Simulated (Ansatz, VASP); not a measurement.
# SrOs in VASP and in Ansatz

```
Sr Os
1.0
     3.53634    0.00000    0.00000
     0.00000    3.53634    0.00000
     0.00000    0.00000    3.53634
Sr Os
1 1
Direct
  0.00000 0.00000 0.00000
  0.50000 0.50000 0.50000
```

Alike in both runs: task single point; functional r2SCAN; k mesh 10 × 10 × 10; occupations gaussian, width 0.05 eV; no spin polarisation.

|  | VASP | Ansatz |
| --- | --- | --- |
| version | VASP 6.6.1 | Ansatz 0.2.0 |
| potentials or method | VASP PAW PBE potentials, release 64 (Sr_sv, Os), cutoff 520 eV | scalar-relativistic, plane waves, PAW |
| valence electrons in the cell | 18 | 26 |

|  | VASP | Ansatz | Ansatz less VASP |
| --- | --- | --- | --- |
| gap on the k mesh at the Fermi level (eV) | none | none | - |
| pressure (GPa) | 3.5 | 3.0 | -0.52 |

VASP's potentials were made for PBE, not for r2SCAN. A gap of «none» marks a metal or a gap that the smearing closes. With one functional, cell and mesh, what is left measures potentials, basis and numerics. VASP's potentials hold 18 valence electrons a cell and Ansatz's 26, so a difference there can come from the potentials and not from the codes.

Spin-orbit coupling is off throughout.
